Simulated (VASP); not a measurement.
ZrPb2O3:

```
Zr Pb O
1.0
     6.13522    0.00000    0.00000
    -3.06761    5.31326    0.00000
     0.00000    0.00000    3.33165
Zr Pb O
1 2 3
Direct
  0.00000 0.00000 0.00000
  0.66667 0.33333 0.00000
  0.33333 0.66667 0.00000
  0.50000 0.50000 0.50000
  0.50000 0.00000 0.50000
  0.00000 0.50000 0.50000
```

* Program: VASP 6.6.1
* Task: relaxation of cell and atoms
* Functional: PBE
* Potentials or basis: VASP PAW PBE potentials, release 64 (Zr_sv, Pb_d, O)
* Cutoff: 600 eV
* k mesh: 3 × 3 × 6
* Occupations: gaussian, width 0.1 eV
* Spin: no spin polarisation

At the start: pressure -0.2 GPa; volume 18.10 Å³/atom.

Problem. Where does the relaxation end?

Solution. Over 4 steps the energy falls by 3.8 meV/atom and the volume is 18.29 Å³/atom (+1.0 %); space group P6/mmm (No. 191, to 0.05 Å).

The path:
| step | energy change (eV) | largest force (eV/Å) | pressure (GPa) | volume (Å³) |
| --- | --- | --- | --- | --- |
| 1 | 0.0000 | 0.0000 | -0.20 | 108.61 |
| 2 | -0.0134 | 0.0000 | 0.60 | 108.23 |
| 3 | -0.0154 | 0.0000 | 1.07 | 108.01 |
| 4 | -0.0229 | 0.0000 | 0.09 | 109.72 |

Final structure:
```xyz
6
Lattice="6.2317 0.0000 0.0000 -3.1159 5.3968 0.0000 0.0000 0.0000 3.2625" Properties=species:S:1:pos:R:3 pbc="T T T"
Zr    3.1159    5.3968    0.0000
Pb    3.1159    1.7989    3.2625
Pb    0.0000    3.5979    0.0000
O     1.5579    2.6984    1.6313
O     0.0000    5.3968    1.6313
O     4.6738    2.6984    1.6313
```

Caveat: the k points lie up to 0.39 Å⁻¹ apart in the final cell.
